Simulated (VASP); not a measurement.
# FeSi (P2_13) in VASP: further runs

The runs below take FeSi through relaxation of the atoms, with PBEsol.

Everything below comes from runs of VASP 6.6.1. Logs are shortened: lines on timing, memory, paths and dates and some standing lists are left out, and cuts for length are marked.

### 1 The cell of the first run

Symmetry: P2_13, No. 198, cubic system. Conventional cell: a = 4.461 Å, b = 4.461 Å, c = 4.461 Å, α = 90.00°, β = 90.00°, γ = 90.00°. Within 3.0 Å of Fe (site symmetry 3) lie 7 Si at 2.29 to 2.50 Å and 6 Fe at 2.74 Å. Si (site symmetry 3) has 7 Fe at 2.29 to 2.50 Å and 6 Si at 2.77 Å within 3.0 Å.

### 2 Relaxation of the atoms, PBEsol (11.10 Å³/atom)

File INCAR:

```
SYSTEM = FeSi
ALGO     = Normal         ! electronic algorithm
EDIFF    = 1E-6           ! SCF threshold, eV
EDIFFG   = -0.01          ! ionic threshold
ENCUT    = 520            ! plane-wave cutoff, eV
GGA      = PS             ! functional
IBRION   = 2              ! ionic algorithm
ISIF     = 2              ! what is computed and relaxed
ISMEAR   = 0              ! smearing method
LASPH    = .True.         ! aspherical terms in the spheres
LCHARG   = .False.        ! write CHGCAR
LREAL    = .False.        ! projectors in reciprocal space
LWAVE    = .False.        ! write WAVECAR
NELM     = 80             ! most SCF steps
NSW      = 60             ! ionic steps
PREC     = Accurate       ! precision mode
SIGMA    = 0.05           ! smearing width, eV
```

File KPOINTS:

```
k-points
0
Gamma
  8 8 8
  0 0 0
```

File POSCAR:

```
FeSi
1.0
    4.4614852593      0.0000000000      0.0000000000
    0.0000000000      4.4614852593      0.0000000000
    0.0000000000      0.0000000000      4.4614852593
Fe Si
4 4
Direct
    0.1368615787      0.1368615787      0.1368615787
    0.3631384213      0.8631384213      0.6368615787
    0.6368615787      0.3631384213      0.8631384213
    0.8631384213      0.6368615787      0.3631384213
    0.8409949847      0.8409949847      0.8409949847
    0.6590050153      0.1590050153      0.3409949847
    0.3409949847      0.6590050153      0.1590050153
    0.1590050153      0.3409949847      0.6590050153
```

Potentials or basis: VASP PAW PBE potentials, release 64 (Fe, Si).

On the command line:

```sh
$ cat potpaw_PBE.64/Fe/POTCAR potpaw_PBE.64/Si/POTCAR > POTCAR
$ mpirun -np 1 vasp_std > vasp.out
```

OUTCAR:

```text
SYSTEM = FeSi
   EDIFF = 1E-6
   EDIFFG = -0.01
   ENCUT = 520
   GGA = PS
   IBRION = 2
   ISIF = 2
   ISMEAR = 0
   LASPH = .True.
   LREAL = .False.
   NELM = 80
   NSW = 60
   PREC = Accurate

 ion  position               nearest neighbor table
   1  0.137  0.137  0.137-   5 2.29   6 2.32   7 2.32   8 2.32   7 2.50   8 2.50   6 2.50   3 2.74
                             4 2.74   2 2.74   2 2.74   4 2.74   3 2.74
   2  0.363  0.863  0.637-   6 2.29   5 2.32   7 2.32   8 2.32   7 2.50   8 2.50   5 2.50   1 2.74
                             1 2.74   3 2.74   3 2.74   4 2.74   4 2.74
   3  0.637  0.363  0.863-   7 2.29   6 2.32   5 2.32   8 2.32   8 2.50   6 2.50   5 2.50   1 2.74
                             4 2.74   2 2.74   2 2.74   4 2.74   1 2.74
   4  0.863  0.637  0.363-   8 2.29   6 2.32   7 2.32   5 2.32   6 2.50   5 2.50   7 2.50   1 2.74
                             3 2.74   2 2.74   1 2.74   2 2.74   3 2.74
   5  0.841  0.841  0.841-   1 2.29   2 2.32   3 2.32   4 2.32   3 2.50   4 2.50   2 2.50   6 2.77
                             7 2.77   8 2.77   6 2.77   8 2.77   7 2.77
   6  0.659  0.159  0.341-   2 2.29   1 2.32   3 2.32   4 2.32   3 2.50   4 2.50   1 2.50   8 2.77
                             5 2.77   5 2.77   7 2.77   7 2.77   8 2.77
   7  0.341  0.659  0.159-   3 2.29   2 2.32   1 2.32   4 2.32   4 2.50   2 2.50   1 2.50   8 2.77
                             5 2.77   8 2.77   6 2.77   6 2.77   5 2.77
   8  0.159  0.341  0.659-   4 2.29   2 2.32   3 2.32   1 2.32   2 2.50   1 2.50   3 2.50   7 2.77
                             5 2.77   7 2.77   5 2.77   6 2.77   6 2.77

  LATTYP: Found a simple cubic cell.
 ALAT       =     4.4614852593

  Lattice vectors:

 A1 = (   4.4614852593,   0.0000000000,   0.0000000000)
 A2 = (   0.0000000000,   4.4614852593,   0.0000000000)
 A3 = (   0.0000000000,   0.0000000000,   4.4614852593)

Analysis of symmetry for initial positions (statically):
=====================================================================
 Subroutine PRICEL returns:
 Original cell was already a primitive cell.

 Routine SETGRP: Setting up the symmetry group for a
 simple cubic supercell.

 Subroutine GETGRP returns: Found 12 space group operations
 (whereof  3 operations were pure point group operations)
 out of a pool of 48 trial point group operations.

The static configuration has the point symmetry C_3 .
 The point group associated with its full space group is T   .

Analysis of symmetry for dynamics (positions and initial velocities):
=====================================================================
 Subroutine PRICEL returns:
 Original cell was already a primitive cell.

 Routine SETGRP: Setting up the symmetry group for a
 simple cubic supercell.

 Subroutine GETGRP returns: Found 12 space group operations
 (whereof  3 operations were pure point group operations)
 out of a pool of 48 trial point group operations.

The dynamic configuration has the point symmetry C_3 .
 The point group associated with its full space group is T   .

 Subroutine INISYM returns: Found 12 space group operations
 (whereof  3 operations are pure point group operations),
 and found     1 'primitive' translations

----------------------------------------------------------------------------------------

                                     Primitive cell

  volume of cell :      88.8052

  direct lattice vectors                    reciprocal lattice vectors
     4.461485259  0.000000000  0.000000000     0.224140604  0.000000000  0.000000000
     0.000000000  4.461485259  0.000000000     0.000000000  0.224140604  0.000000000
     0.000000000  0.000000000  4.461485259     0.000000000  0.000000000  0.224140604

  length of vectors
     4.461485259  4.461485259  4.461485259     0.224140604  0.224140604  0.224140604

  position of ions in fractional coordinates (direct lattice)
     0.136861579  0.136861579  0.136861579
     0.363138421  0.863138421  0.636861579
     0.636861579  0.363138421  0.863138421
     0.863138421  0.636861579  0.363138421
     0.840994985  0.840994985  0.840994985
     0.659005015  0.159005015  0.340994985
     0.340994985  0.659005015  0.159005015
     0.159005015  0.340994985  0.659005015

  ion indices of the primitive-cell ions
   primitive index   ion index
                 1           1
                 2           2
                 3           3
                 4           4
                 5           5
                 6           6
                 7           7
                 8           8

----------------------------------------------------------------------------------------

 KPOINTS: k-points

Automatic generation of k-mesh.
 Grid dimensions read from file:
 generate k-points for:    8    8    8

 Generating k-lattice:

  Cartesian coordinates                     Fractional coordinates (reciprocal lattice)
     0.028017575  0.000000000  0.000000000     0.125000000  0.000000000  0.000000000
     0.000000000  0.028017575  0.000000000     0.000000000  0.125000000  0.000000000
     0.000000000  0.000000000  0.028017575     0.000000000  0.000000000  0.125000000

  Length of vectors
     0.028017575  0.028017575  0.028017575

  Shift w.r.t. Gamma in fractional coordinates (k-lattice)
     0.000000000  0.000000000  0.000000000

 Subroutine IBZKPT returns following result:
 ===========================================

 Found     45 irreducible k-points:

 Following reciprocal coordinates:
            Coordinates               Weight
  0.000000  0.000000  0.000000      1.000000
  0.125000  0.000000  0.000000      6.000000
  0.250000  0.000000  0.000000      6.000000
  0.375000  0.000000  0.000000      6.000000
  0.500000  0.000000  0.000000      3.000000
  0.125000  0.125000  0.000000     12.000000
[... 16 lines left out ...]
  0.250000  0.125000  0.125000     24.000000
  0.375000  0.125000  0.125000     24.000000
 [... further k-points ...]
   k-points           NKPTS =     45   k-points in BZ     NKDIM =     45   number of bands    NBANDS=     29
   number of dos      NEDOS =    301   number of ions     NIONS =      8
   total plane-waves  NPLWV =  46656
   dimension x,y,z NGX =    36 NGY =   36 NGZ =   36
   dimension x,y,z NGXF=    72 NGYF=   72 NGZF=   72
   ions per type =               4   4
   NGX,Y,Z   is equivalent  to a cutoff of  13.41, 13.41, 13.41 a.u.
   NGXF,Y,Z  is equivalent  to a cutoff of  26.83, 26.83, 26.83 a.u.
 SYSTEM =  FeSi
   PREC   = accura    normal or accurate (medium, high low for compatibility)
   ISTART =      0    job   : 0-new  1-cont  2-samecut
   ICHARG =      2    charge: 1-file 2-atom 10-const
   ISPIN  =      1    spin polarized calculation?
   LNONCOLLINEAR =      F non collinear calculations
   LSORBIT =      F    spin-orbit coupling
   LASPH  =      T    aspherical Exc in radial PAW
   ENCUT  =  520.0 eV  38.22 Ry    6.18 a.u.   8.30  8.30  8.30*2*pi/ulx,y,z
   NELM   =     80;   NELMIN=  2; NELMDL= -5     # of ELM steps
   EDIFF  = 0.1E-05   stopping-criterion for ELM
   LREAL  =      F    real-space projection
   EDIFFG = -.1E-01   stopping-criterion for IOM
   NSW    =     60    number of steps for IOM
   IBRION =      2    ionic relax: 0-MD 1-quasi-New 2-CG
   NFREE  =      1    steps in history (QN), initial steepest desc. (CG)
   ISIF   =      2    stress and relaxation
   ISYM   =      2    0-nonsym 1-usesym 2-fastsym
   POTIM  = 0.5000    time-step for ionic-motion
   TEBEG  =    0.0;   TEEND  =   0.0 temperature during run
   PSTRESS=    0.0 pullay stress
   NELECT =      48.0000    total number of electrons
   NUPDOWN=      -1.0000    fix difference up-down
   EMIN   =  10.00;   EMAX   =-10.00  energy-range for DOS
   EFERMI =   0.00;   METHOD = LEGACY
   ISMEAR =     0;   SIGMA  =   0.05  broadening in eV -4-tet -1-fermi 0-gaus
   EFERMI_NEDOS =   21; number of points for ismear=-14 and -15
   IALGO  =     38    algorithm
   IMIX   =      4    mixing-type and parameters
     AMIX     =   0.40;   BMIX     =  1.00
     AMIX_MAG =   1.60;   BMIX_MAG =  1.00
  volume/ion in A,a.u.               =      11.10        74.91
  Fermi-wavevector in a.u.,A,eV,Ry     =   1.333549  2.520043 24.195976  1.778354
  Thomas-Fermi vector in A             =   2.462399
   LORBIT       =      0    0 simple, 1 ext, 2 COOP (PROOUT), +10 PAW based schemes
   GGA     = PS    functional components
   LHFCALC =     F    Hartree Fock is set to
   AEXX    =    0.0000 exact exchange contribution
   IVDW    =     0    specifies the selected vdW correction
   LEPSILON=     F    determine dielectric tensor
   LRPA    =     F    only Hartree local field effects (RPA)
 conjugate gradient relaxation of ions
 non-spin polarized calculation
 Gauss-broadening in eV      SIGMA  =   0.05
  energy-cutoff  :      520.00
  volume of cell :       88.81
 maximum number of plane-waves:      2440
 NGX is ok and might be reduce to    36
   NGX = 17   NGY = 17   NGZ = 17

--------------------------------------- Ionic step        1  -------------------------------------------

 number of electron      48.0000025 magnetization

 Free energy of the ion-electron system (eV)
  ---------------------------------------------------
  ext. energy  EPLUGINS =         0.00000000
  ---------------------------------------------------
  free energy    TOTEN  =       -63.73418555 eV

  energy without entropy =      -63.73282582  energy(sigma->0) =      -63.73350568

------------------------ aborting loop because EDIFF is reached ----------------------------------------

  FORCE on cell =-STRESS in cart. coord.  units (eV):
  Direction    XX          YY          ZZ          XY          YZ          ZX
  --------------------------------------------------------------------------------------
  -------------------------------------------------------------------------------------
  Total       -4.7327145     -4.7327145     -4.7327145      0.0000000      0.0000000      0.0000000
  in kB      -85.3851798    -85.3851798    -85.3851798      0.0000000      0.0000000      0.0000000
  external PRESSURE =     -85.3851798 kB  Pullay stress =       0.0000000 kB
[... 111 lines left out ...]
  energy  without entropy=      -63.7361162165  energy(sigma->0) =      -63.73662213

--------------------------------------- Ionic step        4  -------------------------------------------

 number of electron      48.0000005 magnetization

 Free energy of the ion-electron system (eV)
  ---------------------------------------------------
  ext. energy  EPLUGINS =         0.00000000
  ---------------------------------------------------
  free energy    TOTEN  =       -63.73713478 eV

  energy without entropy =      -63.73613832  energy(sigma->0) =      -63.73663655

 E-fermi :   9.5722     XC(G=0): -12.8534

 val. band max:        9.4995554987   @ k =   0.2500   0.1250   0.1250
 cond. band min:       9.6430370375   @ k =   0.2500   0.2500   0.0000
 fundamental gap:      0.1434815388
 Fermi energy:         9.5722149645

 k-point     1 :       0.0000    0.0000    0.0000
  band No.  band energies     occupation
      1      -3.6641      2.00000
      2       1.6693      2.00000
      3       1.6693      2.00000
      4       1.6693      2.00000
      5       4.4742      2.00000
      6       4.4742      2.00000
[... 757 lines left out ...]
     28      11.6162      0.00000
     29      11.9161      0.00000

 [... further k-points ...]

------------------------ aborting loop because EDIFF is reached ----------------------------------------

  FORCE on cell =-STRESS in cart. coord.  units (eV):
  Direction    XX          YY          ZZ          XY          YZ          ZX
  --------------------------------------------------------------------------------------
  -------------------------------------------------------------------------------------
  Total       -4.5488980     -4.5488980     -4.5488980      0.0000000      0.0000000      0.0000000
  in kB      -82.0688591    -82.0688591    -82.0688591      0.0000000      0.0000000      0.0000000
  external PRESSURE =     -82.0688591 kB  Pullay stress =       0.0000000 kB
[... 23 lines left out ...]
  FREE ENERGIE OF THE ION-ELECTRON SYSTEM (eV)
  ---------------------------------------------------
  free  energy   TOTEN  =       -63.7371347815 eV

  energy  without entropy=      -63.7361383209  energy(sigma->0) =      -63.73663655

 reached required accuracy - stopping structural energy minimisation
```

Run time: 5.6 min. Hardware: 1 thread of Oxide Virtual Turin-like, shared host; peak memory 0.22 GiB.

Results:

| Property | Result |
| --- | --- |
| Free energy | -63.7371 eV |
| Energy gained by relaxing | 0.4 meV/atom |
| Ionic steps | 4 |
| Pressure after relaxing | -8.2 GPa |
| Largest force after relaxing | 0.010 eV/Å |
| Band gap on the k mesh | 0.14 eV (least direct gap 0.16 eV) |

Forces in eV/Å, atoms in the order of the input:
```
Fe  -0.004 -0.004 -0.004
Fe   0.004  0.004 -0.004
Fe  -0.004  0.004  0.004
Fe   0.004 -0.004  0.004
Si   0.006  0.006  0.006
Si  -0.006 -0.006  0.006
Si   0.006 -0.006 -0.006
Si  -0.006  0.006 -0.006
```

Step by step:
```
step  energy change (eV)  largest force (eV/Å)  pressure (GPa)
   1              0.0000                0.1079           -8.54
   2             -0.0023                0.0543           -8.35
   3             -0.0029                0.0104           -8.18
   4             -0.0029                0.0098           -8.21
```

Final structure:
```cif
data_structure
_symmetry_space_group_name_H-M 'P 1'
_symmetry_Int_Tables_number 1
_cell_length_a 4.4615
_cell_length_b 4.4615
_cell_length_c 4.4615
_cell_angle_alpha 90.000
_cell_angle_beta 90.000
_cell_angle_gamma 90.000
_cell_volume 88.81
loop_
_atom_site_label
_atom_site_type_symbol
_atom_site_fract_x
_atom_site_fract_y
_atom_site_fract_z
_atom_site_occupancy
Fe1 Fe 0.13558 0.13558 0.13558 1
Fe2 Fe 0.36442 0.86442 0.63558 1
Fe3 Fe 0.63558 0.36442 0.86442 1
Fe4 Fe 0.86442 0.63558 0.36442 1
Si1 Si 0.84022 0.84022 0.84022 1
Si2 Si 0.65978 0.15978 0.34022 1
Si3 Si 0.34022 0.65978 0.15978 1
Si4 Si 0.15978 0.34022 0.65978 1
```

Caveat: the PAW data sets were made with another functional, which shifts forces and pressure a little. A k mesh can miss the band edges.

[end of part 1 of 2]
